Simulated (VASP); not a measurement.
# GaO (P6_3/mmc) in VASP: relaxation of cell and atoms with LDA

Aim: the relaxation of cell and atoms of GaO with LDA.

All numbers are computed with VASP 6.6.1; they aren't measurements. Logs are shortened: lines on timing, memory, paths and dates and some standing lists are left out, and cuts for length are marked.

### Step 1. The cell of the first run

The structure is hexagonal, space group P6_3/mmc (No. 194). The conventional cell has a = 3.070 Å, b = 3.070 Å, c = 12.882 Å, α = 90.00°, β = 90.00°, γ = 120.00°. Within 2.5 Å of Ga (site symmetry 3m) lie 3 O at 1.91 Å and 1 Ga at 2.48 Å. O (site symmetry 3m) has 3 Ga at 1.91 Å within 2.5 Å.

### Step 2. Relaxation of cell and atoms, LDA

Contents of INCAR:

```
PREC = Accurate ; ENCUT = 600
EDIFF = 1E-7 ; ISMEAR = 0
SIGMA = 0.01 ; LREAL = False
LASPH = True ; NELM = 60
ALGO = Normal ; ISIF = 3
LWAVE = False ; LCHARG = False
IBRION = 2 ; NSW = 80
EDIFFG = -0.001
```

Contents of KPOINTS:

```
Automatic mesh
0
Gamma
  12 12 2
```

Contents of POSCAR:

```
GaO
1.0
    3.0699135739      0.0000000000      0.0000000000
   -1.5349567870      2.6586231424      0.0000000000
    0.0000000000      0.0000000000     12.8821353846
Ga O
4 4
Direct
    0.3333333333      0.6666666667      0.1539264410
    0.6666666667      0.3333333333      0.6539264410
    0.3333333333      0.6666666667      0.3460735590
    0.6666666667      0.3333333333      0.8460735590
    0.3333333333      0.6666666667      0.5980697776
    0.6666666667      0.3333333333      0.0980697776
    0.3333333333      0.6666666667      0.9019302224
    0.6666666667      0.3333333333      0.4019302224
```

Potentials or basis: VASP PAW LDA potentials, release 64 (Ga_d, O).

Launch:

```
$ cat potpaw_LDA.64/Ga_d/POTCAR potpaw_LDA.64/O/POTCAR > POTCAR
$ mpirun -np 1 vasp_std > vasp.out
```

OUTCAR:

```text
PREC = Accurate
   ENCUT = 600
   EDIFF = 1E-7
   ISMEAR = 0
   LREAL = False
   LASPH = True
   NELM = 60
   ISIF = 3
   IBRION = 2
   NSW = 80
   EDIFFG = -0.001

 ion  position               nearest neighbor table
   1  0.333  0.667  0.154-   6 1.91   6 1.91   6 1.91   3 2.48
   2  0.667  0.333  0.654-   5 1.91   5 1.91   5 1.91   4 2.48
   3  0.333  0.667  0.346-   8 1.91   8 1.91   8 1.91   1 2.48
   4  0.667  0.333  0.846-   7 1.91   7 1.91   7 1.91   2 2.48
   5  0.333  0.667  0.598-   2 1.91   2 1.91   2 1.91
   6  0.667  0.333  0.098-   1 1.91   1 1.91   1 1.91
   7  0.333  0.667  0.902-   4 1.91   4 1.91   4 1.91
   8  0.667  0.333  0.402-   3 1.91   3 1.91   3 1.91

  LATTYP: Found a hexagonal cell.
 ALAT       =     3.0699135739
 C/A-ratio  =     4.1962534366

  Lattice vectors:

 A1 = (   3.0699135739,   0.0000000000,   0.0000000000)
 A2 = (  -1.5349567870,   2.6586231424,   0.0000000000)
 A3 = (   0.0000000000,   0.0000000000,  12.8821353846)

Analysis of symmetry for initial positions (statically):
=====================================================================
 Subroutine PRICEL returns:
 Original cell was already a primitive cell.

 Routine SETGRP: Setting up the symmetry group for a
 hexagonal supercell.

 Subroutine GETGRP returns: Found 24 space group operations
 (whereof 12 operations were pure point group operations)
 out of a pool of 24 trial point group operations.

The static configuration has the point symmetry D_3d.
 The point group associated with its full space group is D_6h.

Analysis of symmetry for dynamics (positions and initial velocities):
=====================================================================
 Subroutine PRICEL returns:
 Original cell was already a primitive cell.

 Routine SETGRP: Setting up the symmetry group for a
 hexagonal supercell.

 Subroutine GETGRP returns: Found 24 space group operations
 (whereof 12 operations were pure point group operations)
 out of a pool of 24 trial point group operations.

The dynamic configuration has the point symmetry D_3d.
 The point group associated with its full space group is D_6h.

 Subroutine INISYM returns: Found 24 space group operations
 (whereof 12 operations are pure point group operations),
 and found     1 'primitive' translations

----------------------------------------------------------------------------------------

                                     Primitive cell

  volume of cell :     105.1407

  direct lattice vectors                    reciprocal lattice vectors
     3.069913574  0.000000000  0.000000000     0.325742069  0.188067271  0.000000000
    -1.534956787  2.658623142  0.000000000     0.000000000  0.376134543  0.000000000
     0.000000000  0.000000000 12.882135385     0.000000000  0.000000000  0.077626882

  length of vectors
     3.069913574  3.069913574 12.882135385     0.376134543  0.376134543  0.077626882

  position of ions in fractional coordinates (direct lattice)
     0.333333333  0.666666667  0.153926441
     0.666666667  0.333333333  0.653926441
     0.333333333  0.666666667  0.346073559
     0.666666667  0.333333333  0.846073559
     0.333333333  0.666666667  0.598069778
     0.666666667  0.333333333  0.098069778
     0.333333333  0.666666667  0.901930222
     0.666666667  0.333333333  0.401930222

  ion indices of the primitive-cell ions
   primitive index   ion index
                 1           1
                 2           2
                 3           3
                 4           4
                 5           5
                 6           6
                 7           7
                 8           8

----------------------------------------------------------------------------------------

 KPOINTS: Automatic mesh

Automatic generation of k-mesh.
 Grid dimensions read from file:
 generate k-points for:   12   12    2

 Generating k-lattice:

  Cartesian coordinates                     Fractional coordinates (reciprocal lattice)
     0.027145172  0.015672273  0.000000000     0.083333333 -0.000000000  0.000000000
     0.000000000  0.031344545  0.000000000     0.000000000  0.083333333  0.000000000
     0.000000000  0.000000000  0.038813441     0.000000000  0.000000000  0.500000000

  Length of vectors
     0.031344545  0.031344545  0.038813441

  Shift w.r.t. Gamma in fractional coordinates (k-lattice)
     0.000000000  0.000000000  0.000000000

 Subroutine IBZKPT returns following result:
 ===========================================

 Found     38 irreducible k-points:

 Following reciprocal coordinates:
            Coordinates               Weight
  0.000000  0.000000  0.000000      1.000000
  0.083333  0.000000  0.000000      6.000000
  0.166667  0.000000  0.000000      6.000000
  0.250000  0.000000  0.000000      6.000000
  0.333333  0.000000  0.000000      6.000000
  0.416667  0.000000  0.000000      6.000000
[... 16 lines left out ...]
  0.250000  0.000000  0.500000      6.000000
  0.333333  0.000000  0.500000      6.000000
 [... further k-points ...]
   k-points           NKPTS =     38   k-points in BZ     NKDIM =     38   number of bands    NBANDS=     45
   number of dos      NEDOS =    301   number of ions     NIONS =      8
   total plane-waves  NPLWV =  84672
   dimension x,y,z NGX =    28 NGY =   28 NGZ =  108
   dimension x,y,z NGXF=    56 NGYF=   56 NGZF=  216
   ions per type =               4   4
   NGX,Y,Z   is equivalent  to a cutoff of  15.16, 15.16, 13.94 a.u.
   NGXF,Y,Z  is equivalent  to a cutoff of  30.33, 30.33, 27.88 a.u.
 SYSTEM =  unknown system
   PREC   = accura    normal or accurate (medium, high low for compatibility)
   ISTART =      0    job   : 0-new  1-cont  2-samecut
   ICHARG =      2    charge: 1-file 2-atom 10-const
   ISPIN  =      1    spin polarized calculation?
   LNONCOLLINEAR =      F non collinear calculations
   LSORBIT =      F    spin-orbit coupling
   LASPH  =      T    aspherical Exc in radial PAW
   ENCUT  =  600.0 eV  44.10 Ry    6.64 a.u.   6.13  6.13 25.73*2*pi/ulx,y,z
   NELM   =     60;   NELMIN=  2; NELMDL= -5     # of ELM steps
   EDIFF  = 0.1E-06   stopping-criterion for ELM
   LREAL  =      F    real-space projection
   EDIFFG = -.1E-02   stopping-criterion for IOM
   NSW    =     80    number of steps for IOM
   IBRION =      2    ionic relax: 0-MD 1-quasi-New 2-CG
   NFREE  =      1    steps in history (QN), initial steepest desc. (CG)
   ISIF   =      3    stress and relaxation
   ISYM   =      2    0-nonsym 1-usesym 2-fastsym
   POTIM  = 0.5000    time-step for ionic-motion
   TEBEG  =    0.0;   TEEND  =   0.0 temperature during run
   PSTRESS=    0.0 pullay stress
   NELECT =      76.0000    total number of electrons
   NUPDOWN=      -1.0000    fix difference up-down
   EMIN   =  10.00;   EMAX   =-10.00  energy-range for DOS
   EFERMI =   0.00;   METHOD = LEGACY
   ISMEAR =     0;   SIGMA  =   0.01  broadening in eV -4-tet -1-fermi 0-gaus
   EFERMI_NEDOS =   21; number of points for ismear=-14 and -15
   IALGO  =     38    algorithm
   IMIX   =      4    mixing-type and parameters
     AMIX     =   0.40;   BMIX     =  1.00
     AMIX_MAG =   1.60;   BMIX_MAG =  1.00
  volume/ion in A,a.u.               =      13.14        88.69
  Fermi-wavevector in a.u.,A,eV,Ry     =   1.469228  2.776438 29.369943  2.158630
  Thomas-Fermi vector in A             =   2.584630
   LORBIT       =      0    0 simple, 1 ext, 2 COOP (PROOUT), +10 PAW based schemes
   GGA     = CA    functional components
   LHFCALC =     F    Hartree Fock is set to
   AEXX    =    0.0000 exact exchange contribution
   IVDW    =     0    specifies the selected vdW correction
   LEPSILON=     F    determine dielectric tensor
   LRPA    =     F    only Hartree local field effects (RPA)
 conjugate gradient relaxation of ions
 non-spin polarized calculation
 Gauss-broadening in eV      SIGMA  =   0.01
  energy-cutoff  :      600.00
  volume of cell :      105.14
 maximum number of plane-waves:      3564
 NGX is ok and might be reduce to    28
   NGX = 13   NGY = 13   NGZ = 51

--------------------------------------- Ionic step        1  -------------------------------------------

 number of electron      76.0000008 magnetization

 Free energy of the ion-electron system (eV)
  ---------------------------------------------------
  ext. energy  EPLUGINS =         0.00000000
  ---------------------------------------------------
  free energy    TOTEN  =       -49.19011864 eV

  energy without entropy =      -49.19011864  energy(sigma->0) =      -49.19011864

------------------------ aborting loop because EDIFF is reached ----------------------------------------

  FORCE on cell =-STRESS in cart. coord.  units (eV):
  Direction    XX          YY          ZZ          XY          YZ          ZX
  --------------------------------------------------------------------------------------
  -------------------------------------------------------------------------------------
  Total       -2.4568504     -2.4568504     -2.6150121      0.0000000     -0.0000000      0.0000000
  in kB      -37.4385059    -37.4385059    -39.8486393      0.0000000     -0.0000000      0.0000000
  external PRESSURE =     -38.2418837 kB  Pullay stress =       0.0000000 kB
[... 107 lines left out ...]
  FREE ENERGIE OF THE ION-ELECTRON SYSTEM (eV)
  ---------------------------------------------------
  free  energy   TOTEN  =       -49.2233597913 eV

  energy  without entropy=      -49.2233597913  energy(sigma->0) =      -49.22335979

[... ionic steps 4 to 31 ...]

--------------------------------------- Ionic step       32  -------------------------------------------

 number of electron      76.0000009 magnetization

------------------------ aborting loop because EDIFF is reached ----------------------------------------

  FORCE on cell =-STRESS in cart. coord.  units (eV):
  Direction    XX          YY          ZZ          XY          YZ          ZX
  --------------------------------------------------------------------------------------
  -------------------------------------------------------------------------------------
  Total        0.0032093      0.0032093      0.0016401     -0.0000000      0.0000000      0.0000000
  in kB        0.0522569      0.0522569      0.0267055     -0.0000000      0.0000000      0.0000000
  external PRESSURE =       0.0437398 kB  Pullay stress =       0.0000000 kB
[... 69 lines left out ...]
  energy  without entropy=      -49.2695856044  energy(sigma->0) =      -49.26958560

--------------------------------------- Ionic step       34  -------------------------------------------

 number of electron      76.0000009 magnetization

 Free energy of the ion-electron system (eV)
  ---------------------------------------------------
  ext. energy  EPLUGINS =         0.00000000
  ---------------------------------------------------
  free energy    TOTEN  =       -49.26958584 eV

  energy without entropy =      -49.26958584  energy(sigma->0) =      -49.26958584

 E-fermi :   4.4507     XC(G=0): -11.7023

 val. band max:        4.3335951546   @ k =   0.0000   0.0000   0.0000
 cond. band min:       5.2011928074   @ k =   0.0000   0.0000   0.0000
 fundamental gap:      0.8675976528
 Fermi energy:         4.4506898215

 k-point     1 :       0.0000    0.0000    0.0000
  band No.  band energies     occupation
      1     -15.1343      2.00000
      2     -15.0500      2.00000
      3     -14.6701      2.00000
      4     -14.5755      2.00000
      5      -9.8911      2.00000
      6      -9.8911      2.00000
[... 1141 lines left out ...]
     44      11.7282      0.00000
     45      12.0988      0.00000

 [... further k-points ...]
[... 5 lines left out ...]
  --------------------------------------------------------------------------------------
  -------------------------------------------------------------------------------------
  Total       -0.0049892     -0.0049892     -0.0005000      0.0000000      0.0000000     -0.0000000
  in kB       -0.0812326     -0.0812326     -0.0081414      0.0000000      0.0000000     -0.0000000
  external PRESSURE =      -0.0568689 kB  Pullay stress =       0.0000000 kB
[... 23 lines left out ...]
  FREE ENERGIE OF THE ION-ELECTRON SYSTEM (eV)
  ---------------------------------------------------
  free  energy   TOTEN  =       -49.2695858383 eV

  energy  without entropy=      -49.2695858383  energy(sigma->0) =      -49.26958584

 reached required accuracy - stopping structural energy minimisation
```

Wall time 38 min (1 thread of Intel Xeon 6975P-C (Granite Rapids), shared host); peak memory 0.36 GiB.

What came out:

```yaml
Free_energy: -49.2696 eV
Relaxed_volume: 12.30 Å³/atom
Relaxed_cell: a = 3.069 Å, b = 3.069 Å, c = 12.067 Å, α = 90.00°, β = 90.00°, γ = 120.00°
Space_group_after_relaxing_to_0.1_Å: P6_3/mmc (No. 194)
Energy_gained_by_relaxing: 9.9 meV/atom
Ionic_steps: 34
Pressure_after_relaxing: 0.0 GPa
Band_gap_on_the_k_mesh: 0.87 eV
```

Step by step:
| step | energy change (eV) | largest force (eV/Å) | pressure (GPa) | volume (Å³) |
| --- | --- | --- | --- | --- |
| 1 | 0.0000 | 0.2026 | -3.82 | 105.14 |
| 2 | -0.0043 | 0.4338 | 3.45 | 100.44 |
| 3 | -0.0332 | 0.1181 | -0.22 | 102.67 |
| 4 | -0.0398 | 0.1112 | -0.03 | 102.02 |
| 5 | -0.0400 | 0.1479 | 0.02 | 101.91 |
| 6 | -0.0448 | 0.1322 | 0.02 | 101.65 |
| 7 | -0.0569 | 0.1154 | 0.07 | 100.85 |
| 8 | -0.0702 | 0.1682 | 0.33 | 99.23 |
| 9 | -0.0765 | 0.0549 | -0.42 | 99.29 |
| 10 | -0.0773 | 0.0288 | -0.79 | 99.32 |
| 11 | -0.0784 | 0.0697 | 0.21 | 98.42 |
| 12 | -0.0790 | 0.0338 | -0.16 | 98.75 |
| 13 | -0.0793 | 0.0152 | 0.05 | 98.52 |
| 14 | -0.0793 | 0.0104 | 0.02 | 98.54 |
| 15 | -0.0793 | 0.0118 | 0.03 | 98.54 |
| 16 | -0.0793 | 0.0123 | 0.00 | 98.54 |
| 17 | -0.0794 | 0.0132 | -0.04 | 98.56 |
| 18 | -0.0794 | 0.0152 | 0.02 | 98.52 |
| 19 | -0.0794 | 0.0139 | 0.02 | 98.52 |
| 20 | -0.0794 | 0.0098 | -0.01 | 98.51 |
| 21 | -0.0794 | 0.0062 | -0.07 | 98.48 |
| 22 | -0.0795 | 0.0019 | -0.01 | 98.42 |
| 23 | -0.0795 | 0.0024 | 0.01 | 98.40 |
| 24 | -0.0795 | 0.0021 | 0.00 | 98.40 |
| 25 | -0.0795 | 0.0024 | 0.01 | 98.40 |
| 26 | -0.0795 | 0.0028 | -0.01 | 98.40 |
| 27 | -0.0795 | 0.0026 | -0.01 | 98.40 |
| 28 | -0.0795 | 0.0031 | -0.01 | 98.40 |
| 29 | -0.0795 | 0.0011 | 0.01 | 98.40 |
| 30 | -0.0795 | 0.0020 | 0.00 | 98.40 |
| 31 | -0.0795 | 0.0010 | 0.00 | 98.40 |
| 32 | -0.0795 | 0.0010 | 0.00 | 98.40 |
| 33 | -0.0795 | 0.0007 | 0.01 | 98.40 |
| 34 | -0.0795 | 0.0010 | -0.01 | 98.40 |

Final structure:
```
Ga O
1.0
     3.06855    0.00000    0.00000
    -1.53428    2.65744    0.00000
     0.00000    0.00000   12.06742
Ga O
4 4
Cartesian
  0.0000 1.7716 1.7927
  1.5343 0.8858 7.8264
  0.0000 1.7716 4.2410
  1.5343 0.8858 10.2748
  0.0000 1.7716 7.1377
  1.5343 0.8858 1.1040
  0.0000 1.7716 10.9635
  1.5343 0.8858 4.9297
```

A k mesh can miss the band edges.
